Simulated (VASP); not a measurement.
# Sb (R-3m) in VASP: notebook

Sb is run at these levels: LDA; tasks: single point, relaxation of cell and atoms.

Program: VASP 6.6.1. These are calculated values, not measurements. Logs are shortened: lines on timing, memory, paths and dates and some standing lists are left out, and cuts for length are marked.

## Step 1: The cell of the first run

The structure is trigonal, space group R-3m (No. 166). Conventional cell: a = 4.311 Å, b = 4.311 Å, c = 10.955 Å, α = 90.00°, β = 90.00°, γ = 120.00°. Sb (site symmetry 3m) has 6 Sb at 2.89 to 3.30 Å within 3.8 Å.

## Step 2: Single point, LDA

The input, INCAR:

```
SYSTEM = Sb
  ALGO = Normal
  EDIFF = 1E-6
  ENCUT = 500
  GGA = CA
  GGA_COMPAT = .False.
  ISIF = 2
  ISMEAR = -1
  LASPH = .True.
  LCHARG = .True.
  LELF = .True.
  LREAL = .False.
  LVHAR = .True.
  LWAVE = .False.
  NBANDS = 12
  NELM = 120
  PREC = Accurate
  SIGMA = 0.02
```

The input, KPOINTS:

```
k-points
0
Gamma
  5 5 5
  0 0 0
```

The input, POSCAR:

```
Sb
1.0
    2.1553731620      1.2444052753      3.6516723696
   -2.1553731620      1.2444052753      3.6516723696
    0.0000000000     -2.4888105506      3.6516723696
Sb
2
Direct
    0.2341404262      0.2341404262      0.2341404262
    0.7658595738      0.7658595738      0.7658595738
```

Potentials or basis: VASP PAW LDA potentials, release 64 (Sb).

Command:

```console
cat potpaw_LDA.64/Sb/POTCAR > POTCAR
mpirun -np 1 vasp_std > vasp.out
```

OUTCAR:

```text
SYSTEM = Sb
   EDIFF = 1E-6
   ENCUT = 500
   GGA = CA
   ISIF = 2
   ISMEAR = -1
   LASPH = .True.
   LREAL = .False.
   NELM = 120
   PREC = Accurate

 ion  position               nearest neighbor table
   1  0.234  0.234  0.234-   2 2.89   2 2.89   2 2.89   2 3.30   2 3.30   2 3.30
   2  0.766  0.766  0.766-   1 2.89   1 2.89   1 2.89   1 3.30   1 3.30   1 3.30

  LATTYP: Found a trigonal (rhomboedric) cell.
 ALAT       =     4.4191502635
 COS(alpha) =     0.5242296215

  Lattice vectors:

 A1 = (   2.1553731620,   1.2444052753,   3.6516723696)
 A2 = (  -2.1553731620,   1.2444052753,   3.6516723696)
 A3 = (   0.0000000000,  -2.4888105506,   3.6516723696)

Analysis of symmetry for initial positions (statically):
=====================================================================
 Subroutine PRICEL returns:
 Original cell was already a primitive cell.

 Routine SETGRP: Setting up the symmetry group for a
 trigonal (rhombohedral) supercell.

 Subroutine GETGRP returns: Found 12 space group operations
 (whereof 12 operations were pure point group operations)
 out of a pool of 12 trial point group operations.

The static configuration has the point symmetry D_3d.

Analysis of symmetry for dynamics (positions and initial velocities):
=====================================================================
 Subroutine PRICEL returns:
 Original cell was already a primitive cell.

 Routine SETGRP: Setting up the symmetry group for a
 trigonal (rhombohedral) supercell.

 Subroutine GETGRP returns: Found 12 space group operations
 (whereof 12 operations were pure point group operations)
 out of a pool of 12 trial point group operations.

The dynamic configuration has the point symmetry D_3d.

 Subroutine INISYM returns: Found 12 space group operations
 (whereof 12 operations are pure point group operations),
 and found     1 'primitive' translations

----------------------------------------------------------------------------------------

                                     Primitive cell

  volume of cell :      58.7662

  direct lattice vectors                    reciprocal lattice vectors
     2.155373162  1.244405275  3.651672370     0.231978392  0.133932787  0.091282377
    -2.155373162  1.244405275  3.651672370    -0.231978392  0.133932787  0.091282377
     0.000000000 -2.488810551  3.651672370     0.000000000 -0.267865574  0.091282377

  length of vectors
     4.419150264  4.419150264  4.419150264     0.282991940  0.282991940  0.282991940

  position of ions in fractional coordinates (direct lattice)
     0.234140426  0.234140426  0.234140426
     0.765859574  0.765859574  0.765859574

  ion indices of the primitive-cell ions
   primitive index   ion index
                 1           1
                 2           2

----------------------------------------------------------------------------------------

 KPOINTS: k-points

Automatic generation of k-mesh.
 Grid dimensions read from file:
 generate k-points for:    5    5    5

 Generating k-lattice:

  Cartesian coordinates                     Fractional coordinates (reciprocal lattice)
     0.046395678  0.026786557  0.018256475     0.200000000  0.000000000 -0.000000000
    -0.046395678  0.026786557  0.018256475     0.000000000  0.200000000 -0.000000000
     0.000000000 -0.053573115  0.018256475    -0.000000000 -0.000000000  0.200000000

  Length of vectors
     0.056598388  0.056598388  0.056598388

  Shift w.r.t. Gamma in fractional coordinates (k-lattice)
     0.000000000  0.000000000  0.000000000

 Subroutine IBZKPT returns following result:
 ===========================================

 Found     19 irreducible k-points:

 Following reciprocal coordinates:
            Coordinates               Weight
  0.000000  0.000000  0.000000      1.000000
  0.200000 -0.000000  0.000000      6.000000
  0.400000 -0.000000  0.000000      6.000000
  0.200000  0.200000  0.000000      6.000000
  0.400000  0.200000  0.000000     12.000000
 -0.400000  0.200000  0.000000     12.000000
[... 11 lines left out ...]
  0.400000  0.400000  0.400000      2.000000
 -0.400000  0.400000  0.400000      6.000000
   k-points           NKPTS =     19   k-points in BZ     NKDIM =     19   number of bands    NBANDS=     12
   number of dos      NEDOS =    301   number of ions     NIONS =      2
   total plane-waves  NPLWV =  32768
   dimension x,y,z NGX =    32 NGY =   32 NGZ =   32
   dimension x,y,z NGXF=    64 NGYF=   64 NGZF=   64
   ions per type =               2
   NGX,Y,Z   is equivalent  to a cutoff of  12.04, 12.04, 12.04 a.u.
   NGXF,Y,Z  is equivalent  to a cutoff of  24.08, 24.08, 24.08 a.u.
 SYSTEM =  Sb
   PREC   = accura    normal or accurate (medium, high low for compatibility)
   ISTART =      0    job   : 0-new  1-cont  2-samecut
   ICHARG =      2    charge: 1-file 2-atom 10-const
   ISPIN  =      1    spin polarized calculation?
   LNONCOLLINEAR =      F non collinear calculations
   LSORBIT =      F    spin-orbit coupling
   LASPH  =      T    aspherical Exc in radial PAW
   ENCUT  =  500.0 eV  36.75 Ry    6.06 a.u.   8.06  8.06  8.06*2*pi/ulx,y,z
   NELM   =    120;   NELMIN=  2; NELMDL= -5     # of ELM steps
   EDIFF  = 0.1E-05   stopping-criterion for ELM
   LREAL  =      F    real-space projection
   EDIFFG = 0.1E-04   stopping-criterion for IOM
   NSW    =      0    number of steps for IOM
   IBRION =     -1    ionic relax: 0-MD 1-quasi-New 2-CG
   NFREE  =      0    steps in history (QN), initial steepest desc. (CG)
   ISIF   =      2    stress and relaxation
   ISYM   =      2    0-nonsym 1-usesym 2-fastsym
   POTIM  = 0.5000    time-step for ionic-motion
   TEBEG  =    0.0;   TEEND  =   0.0 temperature during run
   PSTRESS=    0.0 pullay stress
   NELECT =      10.0000    total number of electrons
   NUPDOWN=      -1.0000    fix difference up-down
   EMIN   =  10.00;   EMAX   =-10.00  energy-range for DOS
   EFERMI =   0.00;   METHOD = LEGACY
   ISMEAR =    -1;   SIGMA  =   0.02  broadening in eV -4-tet -1-fermi 0-gaus
   EFERMI_NEDOS =   21; number of points for ismear=-14 and -15
   IALGO  =     38    algorithm
   IMIX   =      4    mixing-type and parameters
     AMIX     =   0.40;   BMIX     =  1.00
     AMIX_MAG =   1.60;   BMIX_MAG =  1.00
  volume/ion in A,a.u.               =      29.38       198.29
  Fermi-wavevector in a.u.,A,eV,Ry     =   0.907192  1.714344 11.197550  0.822997
  Thomas-Fermi vector in A             =   2.030970
   LORBIT       =      0    0 simple, 1 ext, 2 COOP (PROOUT), +10 PAW based schemes
   GGA     = CA    functional components
   LHFCALC =     F    Hartree Fock is set to
   AEXX    =    0.0000 exact exchange contribution
   IVDW    =     0    specifies the selected vdW correction
   LEPSILON=     F    determine dielectric tensor
   LRPA    =     F    only Hartree local field effects (RPA)
 non-spin polarized calculation
  energy-cutoff  :      500.00
  volume of cell :       58.77
 maximum number of plane-waves:      1503
   NGX = 17   NGY = 17   NGZ = 17

 number of electron      10.0000000 magnetization

 number of electron       9.9999999 magnetization

 Free energy of the ion-electron system (eV)
  ---------------------------------------------------
  ext. energy  EPLUGINS =         0.00000000
  ---------------------------------------------------
  free energy    TOTEN  =        -9.66934050 eV

  energy without entropy =       -9.66933968  energy(sigma->0) =       -9.66934009

 E-fermi :   7.4679     XC(G=0):  -9.8395

 val. band max:        7.2487433907   @ k =   0.4000   0.2000   0.2000
 cond. band min:       7.6900710601   @ k =   0.4000   0.4000   0.4000
 fundamental gap:      0.4413276694
 Fermi energy:         7.4678508659

 k-point     1 :       0.0000    0.0000    0.0000
  band No.  band energies     occupation
      1      -5.4433      2.00000
      2       2.7563      2.00000
      3       5.5512      2.00000
      4       5.5512      2.00000
      5       5.5523      2.00000
      6       9.6489      0.00000
      7      10.2411      0.00000
      8      10.2411      0.00000
      9      12.4104      0.00000
     10      12.4104      0.00000
     11      12.7085      0.00000
     12      13.9640      0.00000

 k-point     2 :       0.2000   -0.0000    0.0000
  band No.  band energies     occupation
      1      -4.9971      2.00000
      2       1.0455      2.00000
      3       5.5097      2.00000
      4       5.5665      2.00000
      5       6.2947      2.00000
      6       9.0577      0.00000
      7       9.2713      0.00000
      8       9.2991      0.00000
      9      12.0400      0.00000
     10      12.7425      0.00000
     11      12.9102      0.00000
     12      16.2112      0.00000

 k-point     3 :       0.4000   -0.0000    0.0000
  band No.  band energies     occupation
      1      -3.7030      2.00000
      2      -1.4896      2.00000
      3       5.5326      2.00000
      4       5.7478      2.00000
      5       6.8733      2.00000
      6       7.7039      0.00001
      7       8.0059      0.00000
      8       8.0456      0.00000
      9      14.0851      0.00000
     10      14.7958      0.00000
     11      15.1077      0.00000
     12      17.3969      0.00000
[... 211 lines left out ...]
 k-point    18 :       0.4000    0.4000    0.4000
  band No.  band energies     occupation
      1      -4.0525      2.00000
      2      -1.1636      2.00000
      3       5.9625      2.00000
      4       5.9625      2.00000
      5       6.8156      2.00000
      6       7.6901      0.00003
      7       7.6901      0.00003
      8       8.5760      0.00000
      9      13.8825      0.00000
     10      15.0058      0.00000
     11      15.0058      0.00000
     12      17.7365      0.00000

 k-point    19 :      -0.4000    0.4000    0.4000
  band No.  band energies     occupation
      1      -3.4319      2.00000
      2      -1.4300      2.00000
      3       3.2521      2.00000
      4       5.0950      2.00000
      5       5.9436      2.00000
      6       8.8000      0.00000
      7       9.2310      0.00000
      8      11.4335      0.00000
      9      13.3404      0.00000
     10      14.5680      0.00000
     11      14.8814      0.00000
     12      17.7024      0.00000

------------------------ aborting loop because EDIFF is reached ----------------------------------------

  FORCE on cell =-STRESS in cart. coord.  units (eV):
  Direction    XX          YY          ZZ          XY          YZ          ZX
  --------------------------------------------------------------------------------------
  -------------------------------------------------------------------------------------
  Total        0.1093590      0.1093590      0.0879700      0.0000000     -0.0000000      0.0000000
  in kB        2.9815211      2.9815211      2.3983796      0.0000000     -0.0000000      0.0000000
  external PRESSURE =       2.7871406 kB  Pullay stress =       0.0000000 kB

 VOLUME and BASIS-vectors are now :
 -----------------------------------------------------------------------------
  energy-cutoff  :      500.00
  volume of cell :       58.77
      direct lattice vectors                 reciprocal lattice vectors
     2.155373162  1.244405275  3.651672370     0.231978392  0.133932787  0.091282377
    -2.155373162  1.244405275  3.651672370    -0.231978392  0.133932787  0.091282377
     0.000000000 -2.488810551  3.651672370     0.000000000 -0.267865574  0.091282377

 POSITION                                       TOTAL-FORCE (eV/Angst)
 -----------------------------------------------------------------------------------
      0.00000      0.00000      2.56501         0.000000      0.000000      0.047233
      0.00000      0.00000      8.39000         0.000000      0.000000     -0.047233
 -----------------------------------------------------------------------------------
    total drift:                                0.000000      0.000000      0.000000

  FREE ENERGIE OF THE ION-ELECTRON SYSTEM (eV)
  ---------------------------------------------------
  free  energy   TOTEN  =        -9.6693405020 eV

  energy  without entropy=       -9.6693396848  energy(sigma->0) =       -9.66934009
```

Wall time 6.8 s (1 thread of Intel Xeon Platinum 8259CL at 2.50GHz (Skylake/Cascade Lake), shared host); peak memory 0.15 GiB.

What came out:

* Free energy: -9.6693 eV
* Pressure: 0.3 GPa
* Largest force: 0.047 eV/Å

Forces on the atoms (eV/Å):
```
Sb   0.000  0.000  0.047
Sb   0.000  0.000 -0.047
```

Caveat: spin-orbit coupling is left out, which moves the levels of the heavy elements.

## Step 3: Relaxation of cell and atoms, LDA

This run uses another cell than the first one, of 30.21 Å³/atom.

The input, INCAR:

```
PREC = Accurate
ENCUT = 500
EDIFF = 1E-7
ISMEAR = -1
SIGMA = 0.02
LREAL = F
LASPH = T
NELM = 120
ALGO = Normal
ISIF = 3
LWAVE = F
LCHARG = F
GGA = CA
IBRION = 2
NSW = 80
EDIFFG = -0.03
GGA_COMPAT = F
NELMIN = 4
```

The input, KPOINTS:

```
regular mesh
0
Gamma
  5 5 5
```

The input, POSCAR:

```
Sb
1.0
    2.1542000000      1.2437279500      3.7580000000
   -2.1542000000      1.2437279500      3.7580000000
    0.0000000000     -2.4874559000      3.7580000000
Sb
2
Direct
    0.2334900000      0.2334900000      0.2334900000
    0.7665100000      0.7665100000      0.7665100000
```

Potentials or basis: VASP PAW LDA potentials, release 64 (Sb).

Command:

```console
cat potpaw_LDA.64/Sb/POTCAR > POTCAR
mpirun -np 1 vasp_std > vasp.out
```

OUTCAR:

```text
PREC = Accurate
   ENCUT = 500
   EDIFF = 1E-7
   ISMEAR = -1
   LREAL = F
   LASPH = T
   NELM = 120
   ISIF = 3
   GGA = CA
   IBRION = 2
   NSW = 80
   EDIFFG = -0.03
   NELMIN = 4

 ion  position               nearest neighbor table
   1  0.233  0.233  0.233-   2 2.91   2 2.91   2 2.91   2 3.35   2 3.35   2 3.35
   2  0.767  0.767  0.767-   1 2.91   1 2.91   1 2.91   1 3.35   1 3.35   1 3.35

  LATTYP: Found a trigonal (rhomboedric) cell.
 ALAT       =     4.5066618304
 COS(alpha) =     0.5430253623

  Lattice vectors:

 A1 = (   2.1542000000,   1.2437279500,   3.7580000000)
 A2 = (  -2.1542000000,   1.2437279500,   3.7580000000)
 A3 = (   0.0000000000,  -2.4874559000,   3.7580000000)

Analysis of symmetry for initial positions (statically):
=====================================================================
 Subroutine PRICEL returns:
 Original cell was already a primitive cell.

 Routine SETGRP: Setting up the symmetry group for a
 trigonal (rhombohedral) supercell.

 Subroutine GETGRP returns: Found 12 space group operations
 (whereof 12 operations were pure point group operations)
[... 148 lines left out ...]

--------------------------------------- Ionic step        1  -------------------------------------------

 number of electron      10.0000000 magnetization

 Free energy of the ion-electron system (eV)
  ---------------------------------------------------
  ext. energy  EPLUGINS =         0.00000000
  ---------------------------------------------------
  free energy    TOTEN  =        -9.66103942 eV

  energy without entropy =       -9.66103669  energy(sigma->0) =       -9.66103806

------------------------ aborting loop because EDIFF is reached ----------------------------------------

  FORCE on cell =-STRESS in cart. coord.  units (eV):
  Direction    XX          YY          ZZ          XY          YZ          ZX
  --------------------------------------------------------------------------------------
  -------------------------------------------------------------------------------------
  Total       -0.2424708     -0.2424708     -0.6632116     -0.0000000      0.0000000      0.0000000
  in kB       -6.4305862     -6.4305862    -17.5890862     -0.0000000      0.0000000      0.0000000
  external PRESSURE =     -10.1500862 kB  Pullay stress =       0.0000000 kB
[... 167 lines left out ...]
--------------------------------------- Ionic step        6  -------------------------------------------

 number of electron      10.0000000 magnetization

 Free energy of the ion-electron system (eV)
  ---------------------------------------------------
  ext. energy  EPLUGINS =         0.00000000
  ---------------------------------------------------
  free energy    TOTEN  =        -9.66962922 eV

  energy without entropy =       -9.66962843  energy(sigma->0) =       -9.66962882

 E-fermi :   7.4059     XC(G=0):  -9.8212

 val. band max:        7.1859830862   @ k =   0.4000   0.2000   0.2000
 cond. band min:       7.6282119251   @ k =   0.4000   0.4000   0.4000
 fundamental gap:      0.4422288388
 Fermi energy:         7.4058671869

 k-point     1 :       0.0000    0.0000    0.0000
  band No.  band energies     occupation
      1      -5.4637      2.00000
      2       2.6728      2.00000
      3       5.4988      2.00000
      4       5.4988      2.00000
      5       5.5123      2.00000
      6       9.5951      0.00000
      7      10.1784      0.00000
      8      10.1784      0.00000
      9      12.3484      0.00000
[... 243 lines left out ...]
  FREE ENERGIE OF THE ION-ELECTRON SYSTEM (eV)
  ---------------------------------------------------
  free  energy   TOTEN  =        -9.6696292176 eV

  energy  without entropy=       -9.6696284295  energy(sigma->0) =       -9.66962882

 reached required accuracy - stopping structural energy minimisation
```

OSZICAR:

```text
N       E                     dE             d eps       ncg     rms          rms(c)
DAV:   1     0.365955947743E+02    0.36596E+02   -0.36848E+03   342   0.852E+02
DAV:   2    -0.800144701657E+01   -0.44597E+02   -0.43806E+02   465   0.126E+02
DAV:   3    -0.966658703592E+01   -0.16651E+01   -0.16620E+01   463   0.295E+01
[... 42 lines left out ...]
DAV:   1    -0.966963172640E+01   -0.18791E-03   -0.50290E-03   366   0.461E-01    0.208E-02
DAV:   2    -0.966963410749E+01   -0.23811E-05   -0.14066E-04   396   0.970E-02    0.105E-02
DAV:   3    -0.966962993084E+01    0.41767E-05   -0.70357E-06   396   0.173E-02    0.340E-03
DAV:   4    -0.966962922876E+01    0.70208E-06   -0.15574E-06   391   0.706E-03    0.201E-03
DAV:   5    -0.966962921757E+01    0.11191E-07   -0.43104E-08   176   0.175E-03
   6 F= -.96696292E+01 E0= -.96696288E+01  d E =-.185371E-03
```

Run time: 30 s. Hardware: 1 thread of Intel Xeon Platinum 8259CL at 2.50GHz (Skylake/Cascade Lake), shared host; peak memory 0.17 GiB.

Results:

```
Free energy                           : -9.6696 eV
Relaxed volume                        : 29.51 Å³/atom
Relaxed cell                          : a = 4.423 Å, b = 4.423 Å, c = 4.423 Å, α = 58.45°, β = 58.45°, γ = 58.45°
Space group after relaxing (to 0.1 Å) : R-3m (No. 166)
Energy gained by relaxing             : 4.3 meV/atom
Ionic steps                           : 6
Pressure after relaxing               : 0.0 GPa
Largest force after relaxing          : 0.019 eV/Å
```

Forces on the atoms (eV/Å):
```
Sb   0.000  0.000  0.019
Sb   0.000  0.000 -0.019
```

Step by step:
```tsv
step	energy change (eV)	largest force (eV/Å)	pressure (GPa)	volume (Å³)
1	0.0000	0.0489	-1.02	60.41
2	-0.0043	0.1294	0.69	58.75
3	-0.0051	0.0803	0.20	59.20
4	-0.0074	0.0633	0.10	59.14
5	-0.0084	0.0435	-0.02	59.07
6	-0.0086	0.0194	-0.04	59.03
```

Final structure:
```cif
data_structure
_symmetry_space_group_name_H-M 'P 1'
_symmetry_Int_Tables_number 1
_cell_length_a 4.4235
_cell_length_b 4.4235
_cell_length_c 4.4235
_cell_angle_alpha 58.446
_cell_angle_beta 58.446
_cell_angle_gamma 58.446
_cell_volume 59.03
loop_
_atom_site_label
_atom_site_type_symbol
_atom_site_fract_x
_atom_site_fract_y
_atom_site_fract_z
_atom_site_occupancy
Sb1 Sb 0.23422 0.23422 0.23422 1
Sb2 Sb 0.76578 0.76578 0.76578 1
```

Levels at points of the mesh, in eV from the Fermi level:
```tsv
k point	band 1	band 2	band 3	band 4	band 5	band 6	band 7	band 8	band 9
(0.00, 0.00, 0.00)	-12.87	-4.73	-1.91	-1.91	-1.89	2.19	2.77	2.77	4.94
```

Caveat: spin-orbit coupling is left out, which moves the levels of the heavy elements.
